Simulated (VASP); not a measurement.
# MgO (Fm-3m) in VASP: notebook, part 2 of 2

VASP 6.6.1. Earlier steps stand in the parts before.

### 3 Single point, LDA

INCAR reads:

```
SYSTEM = MgO
ALGO = Normal
EDIFF = 1E-6
ENCUT = 750
GGA_COMPAT = .False.
ISIF = 2
ISMEAR = 0
LASPH = .True.
LCHARG = .True.
LELF = .True.
LREAL = .False.
LVHAR = .True.
LWAVE = .False.
NBANDS = 15
NELM = 120
PREC = Accurate
SIGMA = 0.1
```

KPOINTS reads:

```
k-points
0
Gamma
  8 8 8
  0 0 0
```

POSCAR reads:

```
MgO
1.0
    0.0000000000      2.0805909293      2.0805909293
    2.0805909293      0.0000000000      2.0805909293
    2.0805909293      2.0805909293      0.0000000000
Mg O
1 1
Direct
    0.0000000000      0.0000000000      0.0000000000
    0.5000000000      0.5000000000      0.5000000000
```

Potentials or basis: VASP PAW LDA potentials, release 64 (Mg_sv, O).

Command:

```
$ cat potpaw_LDA.64/Mg_sv/POTCAR potpaw_LDA.64/O/POTCAR > POTCAR
$ mpirun -np 1 vasp_std > vasp.out
```

Wall time 18 s (1 thread of AMD EPYC 7R43 (Zen 3), shared host); peak memory 0.11 GiB.

Results (log left out):

```yaml
Free_energy: -13.2354 eV
Pressure: -0.2 GPa
Band_gap_on_the_k_mesh: 5.03 eV
```

Levels at points of the mesh, in eV from the valence-band top:
```
           k point  band 4  band 5  band 6  band 7  band 8  band 9  band 10  band 11  band 12  band 13
(0.00, 0.00, 0.00)  -38.68  -17.18    0.00    0.00    0.00    5.03    15.73    15.73    15.73    19.85
(0.50, 0.00, 0.00)  -38.69  -15.70   -4.85   -0.71   -0.71    7.97    12.82    16.38    16.38    21.18
(0.50, 0.50, 0.00)  -38.71  -15.46   -4.27   -1.42   -1.42    8.93    10.13    13.28    19.20    19.20
```

### 4 Single point, LDA

INCAR reads:

```
PREC = Accurate
ENCUT = 750
EDIFF = 1E-6
ISMEAR = 0
SIGMA = 0.02
LREAL = False
LASPH = True
NELM = 120
ALGO = Normal
ISIF = 2
LWAVE = False
LCHARG = True
LELF = True
LVHAR = True
NBANDS = 15
GGA_COMPAT = False
```

KPOINTS reads:

```
regular mesh
0
Gamma
  10 10 10
```

POSCAR reads:

```
MgO
1.0
    0.0000000000      2.0804466864      2.0804466864
    2.0804466864      0.0000000000      2.0804466864
    2.0804466864      2.0804466864      0.0000000000
Mg O
1 1
Direct
    0.0000000000      0.0000000000      0.0000000000
    0.5000000000      0.5000000000      0.5000000000
```

Potentials or basis: VASP PAW LDA potentials, release 64 (Mg_sv, O).

Command:

```
$ cat potpaw_LDA.64/Mg_sv/POTCAR potpaw_LDA.64/O/POTCAR > POTCAR
$ mpirun -np 1 vasp_std > vasp.out
```

OUTCAR:

```text
PREC = Accurate
   ENCUT = 750
   EDIFF = 1E-6
   ISMEAR = 0
   LREAL = False
   LASPH = True
   NELM = 120
   ISIF = 2

 ion  position               nearest neighbor table
   1  0.000  0.000  0.000-   2 2.08   2 2.08   2 2.08   2 2.08   2 2.08   2 2.08
   2  0.500  0.500  0.500-   1 2.08   1 2.08   1 2.08   1 2.08   1 2.08   1 2.08

  LATTYP: Found a face centered cubic cell.
 ALAT       =     4.1608933728

  Lattice vectors:

 A1 = (   0.0000000000,   2.0804466864,   2.0804466864)
[... 619 lines left out ...]
------------------------ aborting loop because EDIFF is reached ----------------------------------------

  FORCE on cell =-STRESS in cart. coord.  units (eV):
  Direction    XX          YY          ZZ          XY          YZ          ZX
  --------------------------------------------------------------------------------------
  -------------------------------------------------------------------------------------
  Total       -0.0181699     -0.0181699     -0.0181699      0.0000000     -0.0000000      0.0000000
  in kB       -1.6164499     -1.6164499     -1.6164499      0.0000000     -0.0000000      0.0000000
  external PRESSURE =      -1.6164499 kB  Pullay stress =       0.0000000 kB

 VOLUME and BASIS-vectors are now :
 -----------------------------------------------------------------------------
  energy-cutoff  :      750.00
  volume of cell :       18.01
      direct lattice vectors                 reciprocal lattice vectors
     0.000000000  2.080446686  2.080446686    -0.240333003  0.240333003  0.240333003
     2.080446686  0.000000000  2.080446686     0.240333003 -0.240333003  0.240333003
     2.080446686  2.080446686  0.000000000     0.240333003  0.240333003 -0.240333003

 POSITION                                       TOTAL-FORCE (eV/Angst)
 -----------------------------------------------------------------------------------
      0.00000      0.00000      0.00000        -0.000000     -0.000000     -0.000000
      2.08045      2.08045      2.08045         0.000000      0.000000      0.000000
 -----------------------------------------------------------------------------------
    total drift:                                0.000000      0.000000      0.000000

  FREE ENERGIE OF THE ION-ELECTRON SYSTEM (eV)
  ---------------------------------------------------
  free  energy   TOTEN  =       -13.2354337707 eV

  energy  without entropy=      -13.2354337707  energy(sigma->0) =      -13.23543377
```

Wall time 21 s (1 thread of Intel Xeon Platinum 8259CL at 2.50GHz (Skylake/Cascade Lake), shared host); peak memory 0.14 GiB.

What came out:

| Quantity | Value |
| --- | --- |
| Free energy | -13.2354 eV |
| Pressure | -0.2 GPa |
| Band gap on the k mesh | 5.04 eV |

### 5 Overview

| task | cell | k mesh | smearing | gap on the mesh (eV) | pressure (GPa) |
| --- | --- | --- | --- | --- | --- |
| relaxation of cell and atoms | relaxed from a = 2.942 Å, angles 60.0°, 2 atoms | 10 × 10 × 10 | gaussian 0.02 eV | 5.04 | 0.0 |
| single point | a = 2.942 Å, angles 60.0°, 2 atoms | 8 × 8 × 8 | gaussian 0.1 eV | 5.03 | -0.2 |
| single point | a = 2.942 Å, angles 60.0°, 2 atoms | 10 × 10 × 10 | gaussian 0.02 eV | 5.04 | -0.2 |

Alike in all rows: level LDA; potentials or basis VASP PAW LDA potentials, release 64 (Mg_sv, O); no spin polarisation; cutoff (eV) 750.

Total energies depend on the potentials used, so only differences within one code and one set of settings carry meaning.

### 6 Comparison with measurements

Step 3. Against the measured gap of MgO, 7.83 eV (quoted in “Electronic structure of alkaline earth and post-transition metal oxides”, 2009, arxiv:0908.1581), the calculated 5.03 eV is off by -2.80 eV. The value is that of LDA, without temperature or zero-point motion. Semilocal functionals fall short of measured gaps as a rule.

Step 4. A measured gap of MgO is 7.83 eV (quoted in “Electronic structure of alkaline earth and post-transition metal oxides”, 2009, arxiv:0908.1581); the calculated 5.04 eV misses it by -2.79 eV. The value is that of LDA, without temperature or zero-point motion. Semilocal functionals fall short of measured gaps as a rule.
